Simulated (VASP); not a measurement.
# Al (R-3m) in VASP: relaxation of cell and atoms with PBEsol

Aim: the relaxation of cell and atoms of Al with PBEsol.

Everything below comes from runs of VASP 6.6.1. Logs are shortened: lines on timing, memory, paths and dates and some standing lists are left out, and cuts for length are marked.

**1. The cell of the first run**

It takes space group R-3m (No. 166, trigonal). The conventional cell has a = 2.851 Å, b = 2.851 Å, c = 20.863 Å, α = 90.00°, β = 90.00°, γ = 120.00°. Within 3.7 Å of Al (site symmetry -3m) lie 12 Al at 2.84 to 2.85 Å. Al (site symmetry 3m) has 12 Al at 2.84 to 2.85 Å within 3.7 Å.

**2. Relaxation of cell and atoms, PBEsol**

INCAR

```
SYSTEM = Al
PREC = Accurate ; ENCUT = 600
EDIFF = 1E-6 ; ISMEAR = 0
SIGMA = 0.1 ; LREAL = .FALSE.
LASPH = .TRUE. ; NELM = 60
ALGO = Fast ; ISIF = 3
LWAVE = .FALSE. ; LCHARG = .FALSE.
GGA = PS ; IBRION = 2
NSW = 65 ; EDIFFG = -0.01
```

KPOINTS

```
Automatic mesh
0
G
  18 18 3
  0 0 0
```

POSCAR

```
Al
1.0
    2.8507880358      0.0000000000      0.0000000000
   -1.4253940179      2.4688548598      0.0000000000
    0.0000000000      0.0000000000     20.8633769037
Al
9
Direct
    0.0000000000      0.0000000000      0.0000000000
    0.3333333333      0.6666666667      0.1111111111
    0.0000000000      0.0000000000      0.2222222222
    0.3333333333      0.6666666667      0.3333333333
    0.6666666667      0.3333333333      0.4444444444
    0.3333333333      0.6666666667      0.5555555556
    0.6666666667      0.3333333333      0.6666666667
    0.0000000000      0.0000000000      0.7777777778
    0.6666666667      0.3333333333      0.8888888889
```

Potentials or basis: VASP PAW PBE potentials, release 64 (Al).

Run with:

```sh
> cat potpaw_PBE.64/Al/POTCAR > POTCAR
> mpirun -np 1 vasp_std > vasp.out
```

OUTCAR:

```text
SYSTEM = Al
   PREC = Accurate
   ENCUT = 600
   EDIFF = 1E-6
   ISMEAR = 0
   LREAL = .FALSE.
   LASPH = .TRUE.
   NELM = 60
   ISIF = 3
   GGA = PS
   IBRION = 2
   NSW = 65
   EDIFFG = -0.01

 ion  position               nearest neighbor table
   1  0.000  0.000  0.000-   2 2.84   9 2.84   2 2.84   9 2.84   9 2.84   2 2.84
   2  0.333  0.667  0.111-   1 2.84   3 2.84   1 2.84   3 2.84   1 2.84   3 2.84
   3  0.000  0.000  0.222-   4 2.84   2 2.84   4 2.84   2 2.84   4 2.84   2 2.84
   4  0.333  0.667  0.333-   5 2.84   3 2.84   5 2.84   3 2.84   3 2.84   5 2.84
   5  0.667  0.333  0.444-   4 2.84   4 2.84   4 2.84   6 2.84   6 2.84   6 2.84
   6  0.333  0.667  0.556-   7 2.84   7 2.84   7 2.84   5 2.84   5 2.84   5 2.84
   7  0.667  0.333  0.667-   6 2.84   8 2.84   6 2.84   8 2.84   8 2.84   6 2.84
   8  0.000  0.000  0.778-   7 2.84   9 2.84   7 2.84   9 2.84   7 2.84   9 2.84
   9  0.667  0.333  0.889-   1 2.84   8 2.84   1 2.84   8 2.84   1 2.84   8 2.84

  LATTYP: Found a hexagonal cell.
 ALAT       =     2.8507880358
 C/A-ratio  =     7.3184595423

  Lattice vectors:

 A1 = (   2.8507880358,   0.0000000000,   0.0000000000)
 A2 = (  -1.4253940179,   2.4688548598,   0.0000000000)
 A3 = (   0.0000000000,   0.0000000000,  20.8633769037)

Analysis of symmetry for initial positions (statically):
=====================================================================
 Subroutine PRICEL returns following result:

  LATTYP: Found a trigonal (rhomboedric) cell.
 ALAT       =     7.1465723953
 COS(alpha) =     0.9204382615

  Lattice vectors:

 A1 = (  -1.4253940178,   0.8229516199,  -6.9544589672)
 A2 = (   1.4253940176,   0.8229516201,  -6.9544589693)
 A3 = (   0.0000000001,  -1.6459032399,  -6.9544589672)

   3 primitive cells build up your supercell.

 Routine SETGRP: Setting up the symmetry group for a
 hexagonal supercell.

 Subroutine GETGRP returns: Found 12 space group operations
 (whereof 12 operations were pure point group operations)
 out of a pool of 24 trial point group operations.

The static configuration has the point symmetry D_3d.

Analysis of symmetry for dynamics (positions and initial velocities):
=====================================================================
 Subroutine PRICEL returns following result:

  LATTYP: Found a trigonal (rhomboedric) cell.
 ALAT       =     7.1465723953
 COS(alpha) =     0.9204382615

  Lattice vectors:

[... 124 lines left out ...]
   TEBEG  =    0.0;   TEEND  =   0.0 temperature during run
   PSTRESS=    0.0 pullay stress
   NELECT =      27.0000    total number of electrons
   NUPDOWN=      -1.0000    fix difference up-down
   EMIN   =  10.00;   EMAX   =-10.00  energy-range for DOS
   EFERMI =   0.00;   METHOD = LEGACY
   ISMEAR =     0;   SIGMA  =   0.10  broadening in eV -4-tet -1-fermi 0-gaus
   EFERMI_NEDOS =   21; number of points for ismear=-14 and -15
   IALGO  =     68    algorithm
   IMIX   =      4    mixing-type and parameters
     AMIX     =   0.40;   BMIX     =  1.00
     AMIX_MAG =   1.60;   BMIX_MAG =  1.00
  volume/ion in A,a.u.               =      16.32       110.10
  Fermi-wavevector in a.u.,A,eV,Ry     =   0.930924  1.759192 11.791083  0.866620
  Thomas-Fermi vector in A             =   2.057364
   LORBIT       =      0    0 simple, 1 ext, 2 COOP (PROOUT), +10 PAW based schemes
   GGA     = PS    functional components
   LHFCALC =     F    Hartree Fock is set to
   AEXX    =    0.0000 exact exchange contribution
   IVDW    =     0    specifies the selected vdW correction
   LEPSILON=     F    determine dielectric tensor
   LRPA    =     F    only Hartree local field effects (RPA)
 conjugate gradient relaxation of ions
 non-spin polarized calculation
 RMM-DIIS sequential band-by-band and
 Gauss-broadening in eV      SIGMA  =   0.10
  energy-cutoff  :      600.00
  volume of cell :      146.84
 maximum number of plane-waves:      4931
 NGX is ok and might be reduce to    24
   NGX = 11   NGY = 11   NGZ = 83

--------------------------------------- Ionic step        1  -------------------------------------------

 number of electron      27.0000000 magnetization

 Free energy of the ion-electron system (eV)
  ---------------------------------------------------
  ext. energy  EPLUGINS =         0.00000000
  ---------------------------------------------------
  free energy    TOTEN  =       -36.65542815 eV

  energy without entropy =      -36.63960760  energy(sigma->0) =      -36.64751787

------------------------ aborting loop because EDIFF is reached ----------------------------------------

  FORCE on cell =-STRESS in cart. coord.  units (eV):
  Direction    XX          YY          ZZ          XY          YZ          ZX
  --------------------------------------------------------------------------------------
  -------------------------------------------------------------------------------------
  Total       -0.5852739     -0.5852739      0.8522312      0.0000000      0.0000000      0.0000000
  in kB       -6.3859376     -6.3859376      9.2987152      0.0000000      0.0000000      0.0000000
  external PRESSURE =      -1.1577200 kB  Pullay stress =       0.0000000 kB
[... 202 lines left out ...]
--------------------------------------- Ionic step        6  -------------------------------------------

 number of electron      27.0000000 magnetization

 Free energy of the ion-electron system (eV)
  ---------------------------------------------------
  ext. energy  EPLUGINS =         0.00000000
  ---------------------------------------------------
  free energy    TOTEN  =       -36.66426638 eV

  energy without entropy =      -36.64938191  energy(sigma->0) =      -36.65682414

 E-fermi :   8.0434     XC(G=0): -10.3001

 val. band max:        8.0251233866   @ k =   0.3333   0.0000   0.0000
 cond. band min:       8.0435049990   @ k =  -0.0556   0.3333   0.3333
 fundamental gap:      0.0183816124
 Fermi energy:         8.0433643383

 k-point     1 :       0.0000    0.0000    0.0000
  band No.  band energies     occupation
      1      -3.1407      2.00000
      2      -2.8087      2.00000
      3      -2.8087      2.00000
      4      -1.8162      2.00000
      5      -1.8162      2.00000
      6      -0.1919      2.00000
[... 481 lines left out ...]
      5       3.1070      2.00000
      6       4.4231      2.00000
[... 10 lines left out ...]
     17       9.3863      0.00000
     18       9.4634      0.00000

 [... further k-points ...]

------------------------ aborting loop because EDIFF is reached ----------------------------------------

  FORCE on cell =-STRESS in cart. coord.  units (eV):
  Direction    XX          YY          ZZ          XY          YZ          ZX
  --------------------------------------------------------------------------------------
  -------------------------------------------------------------------------------------
  Total       -0.0604481     -0.0604481     -0.0747254     -0.0000000      0.0000000      0.0000000
  in kB       -0.6598332     -0.6598332     -0.8156792     -0.0000000      0.0000000      0.0000000
  external PRESSURE =      -0.7117819 kB  Pullay stress =       0.0000000 kB
[... 24 lines left out ...]
  FREE ENERGIE OF THE ION-ELECTRON SYSTEM (eV)
  ---------------------------------------------------
  free  energy   TOTEN  =       -36.6642663768 eV

  energy  without entropy=      -36.6493819131  energy(sigma->0) =      -36.65682414

 reached required accuracy - stopping structural energy minimisation
```

Run time: 19 min. Hardware: 1 thread of AMD EPYC 9R14 (Zen 4), shared host; peak memory 0.43 GiB.

What came out:

```
Free energy                           : -36.6643 eV
Relaxed volume                        : 16.31 Å³/atom
Relaxed cell                          : a = 2.835 Å, b = 2.835 Å, c = 21.094 Å, α = 90.00°, β = 90.00°, γ = 120.00°
Space group after relaxing (to 0.1 Å) : R-3m (No. 166)
Energy gained by relaxing             : 1.0 meV/atom
Ionic steps                           : 6
Pressure after relaxing               : -0.1 GPa
Largest force after relaxing          : 0.008 eV/Å
```

Forces in eV/Å, atoms in the order of the input:
```
Al   0.000  0.000  0.000
Al   0.000  0.000 -0.008
Al   0.000  0.000  0.008
Al   0.000  0.000  0.000
Al   0.000  0.000 -0.008
Al   0.000  0.000  0.008
Al   0.000  0.000  0.000
Al   0.000  0.000 -0.008
Al   0.000  0.000  0.008
```

The path:
```tsv
step	energy change (eV)	largest force (eV/Å)	pressure (GPa)	volume (Å³)
1	0.0000	0.0485	-0.12	146.84
2	-0.0064	0.0338	0.02	146.59
3	-0.0083	0.0231	0.12	146.42
4	-0.0074	0.0014	0.33	146.09
5	-0.0086	0.0151	0.19	146.31
6	-0.0088	0.0078	-0.07	146.78
```

Final structure:
```
Al
1.0
     2.83456    0.00000    0.00000
    -1.41728    2.45480    0.00000
     0.00000    0.00000   21.09396
Al
9
Direct
  0.00000 0.00000 0.00000
  0.33333 0.66667 0.11083
  0.00000 0.00000 0.22250
  0.33333 0.66667 0.33333
  0.66667 0.33333 0.44416
  0.33333 0.66667 0.55584
  0.66667 0.33333 0.66667
  0.00000 0.00000 0.77750
  0.66667 0.33333 0.88917
```

Levels at points of the mesh, in eV from the Fermi level:
| k point | band 9 | band 10 | band 11 | band 12 | band 13 | band 14 | band 15 | band 16 | band 17 | band 18 |
| --- | --- | --- | --- | --- | --- | --- | --- | --- | --- | --- |
| (0.00, 0.00, 0.00) | -5.96 | -3.09 | -3.09 | 0.33 | 0.35 | 4.28 | 4.28 | 8.63 | 8.63 | 11.00 |
| (0.50, 0.00, 0.00) | -3.99 | -3.62 | -2.30 | -2.30 | -2.20 | -2.20 | -0.43 | -0.10 | -0.10 | 0.32 |

Caveat: the highest band is partly filled, so the run has too few bands; the PAW data sets were made with another functional, which shifts forces and pressure a little.
